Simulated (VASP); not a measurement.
# Si62Sn (a cell with a defect) in VASP: single point with PBE

Aim: the single point of Si62Sn (a cell with a defect) with PBE.

Everything below comes from runs of VASP 6.6.1. Logs are shortened: lines on timing, memory, paths and dates and some standing lists are left out, and cuts for length are marked.

### Step 1. The cell of the first run

The cell holds a defect, 63 atoms: a = 10.860 Å, b = 10.860 Å, c = 10.860 Å, α = 90.00°, β = 90.00°, γ = 90.00°.

### Step 2. Single point, PBE, collinear spin

INCAR

```
SYSTEM = Si62Sn
PREC = Accurate
ENCUT = 520
EDIFF = 1E-6
ISMEAR = 0
SIGMA = 0.05
LREAL = Auto
LASPH = .TRUE.
NELM = 150
ALGO = Normal
ISIF = 2
LWAVE = .FALSE.
LCHARG = .FALSE.
ISPIN = 2
MAGMOM = 0 0 0 0 0 0 0 0 0 0 0 0 0 0 0 0 0 0 0 0 0 0 0 0 0 0 0 0 0 0 0 0 0 0 0 0 0 0 0 0 0 0 0 0 0 0 0 0 0 0 0 0 0 0 0 0 0 0 0 0 0 0 1
LORBIT = 11
GGA = PE
NBANDS = 172
NELECT = 261.0
```

KPOINTS

```
Automatic mesh
0
G
  1 1 1
  0 0 0
```

POSCAR

```
Si62Sn
1.0
   10.8600000000      0.0000000000      0.0000000000
    0.0000000000     10.8600000000      0.0000000000
    0.0000000000      0.0000000000     10.8600000000
Si Sn
62 1
Direct
    0.5058792639     -0.0065444631      0.0057996693
    0.7560752802      0.2437510960      0.0056642316
    0.8763077843      0.3771377792      0.1246682598
    0.8674217007      0.1323301493      0.3675954144
    0.0008165228      0.0007593292     -0.0029361613
    0.1242141686      0.1254030245      0.1243768244
    0.2517573659      0.2487249613      0.0009552042
    0.3800904896      0.3694309011      0.1263821117
    0.5007914108      0.4977454508      0.0009166361
    0.6241275562      0.6252292803      0.1243329451
    0.7487405269      0.7486823173     -0.0029807826
    0.8669211225      0.8825348508      0.1176383696
    0.2488303051      0.0006962630      0.2490836142
    0.3721442673      0.1251397520      0.3766608606
    0.5053397075      0.2441627841      0.2565020493
    0.6243900444      0.3773789684      0.3766258706
    0.7488621898      0.5007028544      0.2490899218
    0.8723681180      0.6281043775      0.3724808522
    0.4969546121      0.0010195276      0.5007864580
    0.6241335368      0.1254396242      0.6245439647
    0.7485589090      0.2526742128      0.5008597991
    0.8758985826      0.3769738104      0.6247326726
    0.7489888339      0.0005810339      0.7488866783
    0.8764348010      0.1249375442      0.8724739295
    0.0008937081      0.5009838383     -0.0024297340
    0.1227668595      0.6267250822      0.1246909276
    0.2485145983      0.7486559844     -0.0024223044
    0.3723372867      0.8732114049      0.1246364340
    0.0007596305      0.2527454684      0.2488424885
    0.1246947192      0.3770027856      0.3762610899
    0.2503478930      0.4993266377      0.2493882860
    0.3726068439      0.6249393479      0.3762999491
    0.4968507245      0.7488155335      0.2487663530
    0.6172513468      0.8819612653      0.3676762915
   -0.0069767143      0.0026304928      0.4930871562
    0.1228196534      0.1253731118      0.6234272866
    0.2483533735      0.2521184916      0.5010484770
    0.3751266317      0.3743763497      0.6270727819
    0.4974118990      0.5011393256      0.5010432370
    0.6241277219      0.6266704652      0.6234201335
    0.7469958293      0.7564917137      0.4930902146
    0.8724225643      0.8771344922      0.6214825979
    0.2504546542      0.0003712809      0.7506221639
    0.3803824090      0.1233740904      0.8805690501
    0.5006868901      0.2488709592      0.7519305416
    0.6262012912      0.3692613535      0.8804548823
    0.7493428006      0.4992424871      0.7506024625
    0.8760712290      0.6248347232      0.8729103349
   -0.0074002764      0.7569238527      0.2470645636
    0.1213545888      0.8772289075      0.3724400932
   -0.0020461852      0.5033515845      0.4980864709
    0.1238708360      0.6256850306      0.6242293787
    0.2461706422      0.7516834223      0.4980702383
    0.3725959987      0.8736689550      0.6247079028
    0.0006146379      0.2523407235      0.7486795783
    0.1269585221      0.3743209516      0.8753967190
    0.2491959509      0.5004103819      0.7493367497
    0.3752339116      0.6226109930      0.8754248744
    0.4972225309      0.7489593258      0.7486797235
    0.6245752872      0.8731410407      0.8724321757
   -0.0020653339      0.7516990380      0.7465311305
    0.1247823822      0.8735475990      0.8728762592
    0.6852727634      0.0641886797      0.1860647477
```

Potentials or basis: VASP PAW PBE potentials, release 64 (Si, Sn_d).

Started as:

```sh
$ cat potpaw_PBE.64/Si/POTCAR potpaw_PBE.64/Sn_d/POTCAR > POTCAR
$ mpirun -np 1 vasp_gam > vasp.out
```

OUTCAR:

```text
SYSTEM = Si62Sn
   PREC = Accurate
   ENCUT = 520
   EDIFF = 1E-6
   ISMEAR = 0
   LREAL = Auto
   LASPH = .TRUE.
   NELM = 150
   ISIF = 2
   ISPIN = 2
   LORBIT = 11
   GGA = PE
   NELECT = 261.0

 ion  position               nearest neighbor table
   1  0.506  0.993  0.006-  60 2.34  28 2.34  44 2.39  63 2.87
   2  0.756  0.244  0.006-  24 2.34   3 2.34  46 2.39  63 2.87
   3  0.876  0.377  0.125-  29 2.34   2 2.34  17 2.35  25 2.35
   4  0.867  0.132  0.368-  21 2.34  29 2.34  35 2.39  63 2.89
   5  0.001  0.001  0.997-  24 2.34  12 2.34   6 2.35  62 2.35
   6  0.124  0.125  0.124-  13 2.35   7 2.35  29 2.35   5 2.35
[... 54 lines left out ...]
  61  0.998  0.752  0.747-  52 2.35  62 2.35  48 2.35  42 2.36
  62  0.125  0.874  0.873-  27 2.34  43 2.35  61 2.35   5 2.35
  63  0.685  0.064  0.186-   1 2.87  15 2.87   2 2.87  12 2.89   4 2.89  34 2.89

  LATTYP: Found a simple cubic cell.
 ALAT       =    10.8600000000

  Lattice vectors:

 A1 = (  10.8600000000,   0.0000000000,   0.0000000000)
 A2 = (   0.0000000000,  10.8600000000,   0.0000000000)
 A3 = (   0.0000000000,   0.0000000000,  10.8600000000)

Analysis of symmetry for initial positions (statically):
=====================================================================
 Subroutine PRICEL returns:
 Original cell was already a primitive cell.

 Routine SETGRP: Setting up the symmetry group for a
 simple cubic supercell.

 Subroutine GETGRP returns: Found  1 space group operations
 (whereof  1 operations were pure point group operations)
 out of a pool of 48 trial point group operations.

The static configuration has the point symmetry C_1 .

Analysis of symmetry for dynamics (positions and initial velocities):
=====================================================================
 Subroutine PRICEL returns:
 Original cell was already a primitive cell.

 Routine SETGRP: Setting up the symmetry group for a
 simple cubic supercell.

 Subroutine GETGRP returns: Found  1 space group operations
 (whereof  1 operations were pure point group operations)
 out of a pool of 48 trial point group operations.

The dynamic configuration has the point symmetry C_1 .

Analysis of structural, dynamic, and magnetic symmetry:
=====================================================================
 Subroutine PRICEL returns:
 Original cell was already a primitive cell.

 Routine SETGRP: Setting up the symmetry group for a
 simple cubic supercell.

 Subroutine GETGRP returns: Found  1 space group operations
 (whereof  1 operations were pure point group operations)
 out of a pool of 48 trial point group operations.

The overall configuration has the point symmetry C_1 .

 Subroutine INISYM returns: Found  1 space group operations
 (whereof  1 operations are pure point group operations),
 and found     1 'primitive' translations

----------------------------------------------------------------------------------------

                                     Primitive cell

  volume of cell :    1280.8241

  direct lattice vectors                    reciprocal lattice vectors
    10.860000000  0.000000000  0.000000000     0.092081031  0.000000000  0.000000000
     0.000000000 10.860000000  0.000000000     0.000000000  0.092081031  0.000000000
     0.000000000  0.000000000 10.860000000     0.000000000  0.000000000  0.092081031

  length of vectors
    10.860000000 10.860000000 10.860000000     0.092081031  0.092081031  0.092081031

  position of ions in fractional coordinates (direct lattice)
     0.505879264  0.993455537  0.005799669
     0.756075280  0.243751096  0.005664232
     0.876307784  0.377137779  0.124668260
     0.867421701  0.132330149  0.367595414
     0.000816523  0.000759329  0.997063839
     0.124214169  0.125403025  0.124376824
[... 55 lines left out ...]
     0.124782382  0.873547599  0.872876259
[... 110 lines left out ...]
   LNONCOLLINEAR =      F non collinear calculations
   LSORBIT =      F    spin-orbit coupling
   LASPH  =      T    aspherical Exc in radial PAW
   ENCUT  =  520.0 eV  38.22 Ry    6.18 a.u.  20.19 20.19 20.19*2*pi/ulx,y,z
   NELM   =    150;   NELMIN=  2; NELMDL= -5     # of ELM steps
   EDIFF  = 0.1E-05   stopping-criterion for ELM
   LREAL  =      T    real-space projection
   EDIFFG = 0.1E-04   stopping-criterion for IOM
   NSW    =      0    number of steps for IOM
   IBRION =     -1    ionic relax: 0-MD 1-quasi-New 2-CG
   NFREE  =      0    steps in history (QN), initial steepest desc. (CG)
   ISIF   =      2    stress and relaxation
   ISYM   =      2    0-nonsym 1-usesym 2-fastsym
   POTIM  = 0.5000    time-step for ionic-motion
   TEBEG  =    0.0;   TEEND  =   0.0 temperature during run
   PSTRESS=    0.0 pullay stress
   NELECT =     261.0000    total number of electrons
   NUPDOWN=      -1.0000    fix difference up-down
   EMIN   =  10.00;   EMAX   =-10.00  energy-range for DOS
   EFERMI =   0.00;   METHOD = LEGACY
   ISMEAR =     0;   SIGMA  =   0.05  broadening in eV -4-tet -1-fermi 0-gaus
   EFERMI_NEDOS =   21; number of points for ismear=-14 and -15
   IALGO  =     38    algorithm
   IMIX   =      4    mixing-type and parameters
     AMIX     =   0.40;   BMIX     =  1.00
     AMIX_MAG =   1.60;   BMIX_MAG =  1.00
  volume/ion in A,a.u.               =      20.33       137.20
  Fermi-wavevector in a.u.,A,eV,Ry     =   0.963367  1.820500 12.627245  0.928076
  Thomas-Fermi vector in A             =   2.092906
   LORBIT       =     11    0 simple, 1 ext, 2 COOP (PROOUT), +10 PAW based schemes
   GGA     = PE    functional components
   LHFCALC =     F    Hartree Fock is set to
   AEXX    =    0.0000 exact exchange contribution
   IVDW    =     0    specifies the selected vdW correction
   LEPSILON=     F    determine dielectric tensor
   LRPA    =     F    only Hartree local field effects (RPA)
 spin polarized calculation
 Gauss-broadening in eV      SIGMA  =   0.05
  energy-cutoff  :      520.00
  volume of cell :     1280.82
 maximum number of plane-waves:     17229
 NGX is ok and might be reduce to    84
   NGX = 41   NGY = 41   NGZ = 41

 number of electron     260.9999991 magnetization       0.9652416

 Free energy of the ion-electron system (eV)
  ---------------------------------------------------
  ext. energy  EPLUGINS =         0.00000000
  ---------------------------------------------------
  free energy    TOTEN  =      -337.28654803 eV

  energy without entropy =     -337.25682031  energy(sigma->0) =     -337.27168417

 E-fermi :   6.3053     XC(G=0):  -9.3603

 val. band max:        6.3025123449   @ k =   0.0000   0.0000   0.0000
 cond. band min:       6.3096770438   @ k =   0.0000   0.0000   0.0000
 fundamental gap:      0.0071646990
 Fermi energy:         6.3053189430

 spin component 1

 k-point     1 :       0.0000    0.0000    0.0000
  band No.  band energies     occupation
      1     -15.4362      1.00000
      2     -15.4347      1.00000
      3     -15.4091      1.00000
      4     -15.4081      1.00000
      5     -15.4031      1.00000
      6      -6.1055      1.00000
[... 134 lines left out ...]
    141       6.9623      0.00000
    142       7.0170      0.00000
 Fermi energy:         6.3053189430

 spin component 2

 k-point     1 :       0.0000    0.0000    0.0000
  band No.  band energies     occupation
      1     -15.4323      1.00000
      2     -15.4302      1.00000
      3     -15.4116      1.00000
      4     -15.4109      1.00000
      5     -15.4053      1.00000
      6      -6.0924      1.00000
[... 134 lines left out ...]
    141       6.9757      0.00000
    142       7.0298      0.00000
 [bands above 142 left out]

------------------------ aborting loop because EDIFF is reached ----------------------------------------

  FORCE on cell =-STRESS in cart. coord.  units (eV):
  Direction    XX          YY          ZZ          XY          YZ          ZX
  --------------------------------------------------------------------------------------
  -------------------------------------------------------------------------------------
  Total        5.9162316      5.9449971      6.0388169      4.5272574      4.8858942     -4.7802850
  in kB        7.4005887      7.4365714      7.5539303      5.6631269      6.1117442     -5.9796381
  external PRESSURE =       7.4636968 kB  Pullay stress =       0.0000000 kB

 VOLUME and BASIS-vectors are now :
 -----------------------------------------------------------------------------
  energy-cutoff  :      520.00
  volume of cell :     1280.82
      direct lattice vectors                 reciprocal lattice vectors
    10.860000000  0.000000000  0.000000000     0.092081031  0.000000000  0.000000000
     0.000000000 10.860000000  0.000000000     0.000000000  0.092081031  0.000000000
     0.000000000  0.000000000 10.860000000     0.000000000  0.000000000  0.092081031

 POSITION                                       TOTAL-FORCE (eV/Angst)
 -----------------------------------------------------------------------------------
      5.49385     10.78893      0.06298        -0.013197      0.004448      0.001333
      8.21098      2.64714      0.06151        -0.003606      0.015617      0.008644
      9.51670      4.09572      1.35390        -0.000218      0.005055     -0.005754
      9.42020      1.43711      3.99209         0.001756     -0.014340      0.009182
      0.00887      0.00825     10.82811         0.001659      0.005663      0.001341
      1.34897      1.36188      1.35073         0.005038     -0.002239     -0.003404
[... 55 lines left out ...]
      1.35514      9.48673      9.47944         0.001039     -0.006497     -0.002199
      7.44206      0.69709      2.02066         0.005516      0.000340     -0.018584
 -----------------------------------------------------------------------------------
    total drift:                               -0.022933      0.039211     -0.035449

  FREE ENERGIE OF THE ION-ELECTRON SYSTEM (eV)
  ---------------------------------------------------
  free  energy   TOTEN  =      -337.2865480293 eV

  energy  without entropy=     -337.2568203058  energy(sigma->0) =     -337.27168417

 total charge

# of ion       s       p       d       tot
------------------------------------------
    1        0.763   0.890   0.000   1.653
    2        0.763   0.890   0.000   1.653
    3        0.741   0.956   0.000   1.697
    4        0.764   0.888   0.000   1.652
    5        0.741   0.956   0.000   1.697
    6        0.737   0.959   0.000   1.696
[... 55 lines left out ...]
   62        0.741   0.952   0.000   1.694
   63        1.128   1.065   9.990  12.183
--------------------------------------------------
tot         47.179  59.607   9.990 116.777

 magnetization (x)

# of ion       s       p       d       tot
------------------------------------------
    1        0.006   0.025   0.000   0.031
    2        0.006   0.024   0.000   0.030
    3        0.001   0.004   0.000   0.005
    4        0.007   0.027   0.000   0.033
    5        0.001   0.005   0.000   0.005
    6       -0.000  -0.001   0.000  -0.001
[... 55 lines left out ...]
   62        0.000   0.006   0.000   0.006
   63       -0.004  -0.014   0.017  -0.001
--------------------------------------------------
tot          0.050   0.313   0.017   0.379
```

It took 24 min on 1 thread of AMD EPYC 7R13, shared host; peak memory 1.4 GiB.

What came out:

| Item | Value |
| --- | --- |
| Free energy | -337.2865 eV |
| Largest force | 0.020 eV/Å |
| Net moment | 0.97 μB per cell |
| Site moments | Si +0.03, +0.01, -0.00, +0.00, +0.04 (each value once); Sn -0.00 μB |
| Valence electrons inside the program's atomic spheres | Si 1.65, 1.70, 1.67, 1.69, 1.68 (each value once); Sn 12.18 |

Forces in eV/Å, atoms in the order of the input:
```
Si  -0.013  0.004  0.001
Si  -0.004  0.016  0.009
Si   0.000  0.005 -0.006
Si   0.002 -0.014  0.009
Si   0.002  0.006  0.001
Si   0.005 -0.002 -0.003
Si  -0.003  0.003  0.003
Si   0.001 -0.002 -0.003
Si  -0.002  0.001  0.003
Si   0.002 -0.001 -0.002
Si  -0.007  0.002  0.001
Si   0.007 -0.007 -0.003
Si   0.000 -0.007 -0.001
Si  -0.004 -0.004  0.001
Si   0.004  0.001 -0.011
Si   0.002  0.003  0.003
Si   0.007  0.000 -0.001
Si   0.001  0.000  0.001
Si  -0.009 -0.005  0.017
Si   0.001 -0.002 -0.001
Si   0.003  0.007  0.012
Si   0.001  0.003  0.001
Si   0.002 -0.003 -0.001
Si   0.001 -0.004 -0.003
Si  -0.007  0.007  0.004
Si   0.005 -0.001 -0.011
Si  -0.008  0.005  0.004
Si  -0.002  0.000 -0.003
Si   0.009  0.008  0.002
Si   0.000 -0.001 -0.003
Si  -0.004  0.000  0.001
Si   0.000  0.000 -0.001
Si  -0.011 -0.010  0.002
Si   0.013  0.005  0.004
Si  -0.008  0.000  0.000
Si   0.009 -0.004 -0.005
Si  -0.005  0.007  0.002
Si   0.004 -0.004  0.002
Si  -0.008  0.006  0.001
Si   0.005 -0.006 -0.004
Si  -0.002  0.003  0.005
Si   0.001 -0.001  0.004
Si  -0.001  0.004 -0.006
Si  -0.005  0.001 -0.005
Si   0.002 -0.001  0.001
Si   0.001  0.002 -0.004
Si  -0.010 -0.001 -0.008
Si   0.009 -0.001 -0.003
Si   0.006 -0.006  0.006
Si   0.003  0.000  0.003
Si   0.000  0.001  0.002
Si   0.003  0.000 -0.004
Si  -0.002 -0.001  0.001
Si  -0.004  0.001  0.002
Si  -0.001  0.004  0.004
Si   0.007 -0.002  0.000
Si  -0.003  0.000  0.000
Si   0.001 -0.003  0.000
Si  -0.005  0.000  0.001
Si   0.005 -0.003  0.000
Si  -0.001  0.000 -0.001
Si   0.001 -0.006 -0.002
Sn   0.006  0.000 -0.019
```

Caveat: the k points lie up to 0.58 Å⁻¹ apart; the cell carries a net charge on a neutralising background, which shifts energy and pressure; the cell is charged against a uniform background, so pressure and absolute levels hang on convention; spin-orbit coupling is left out, which moves the levels of the heavy elements.
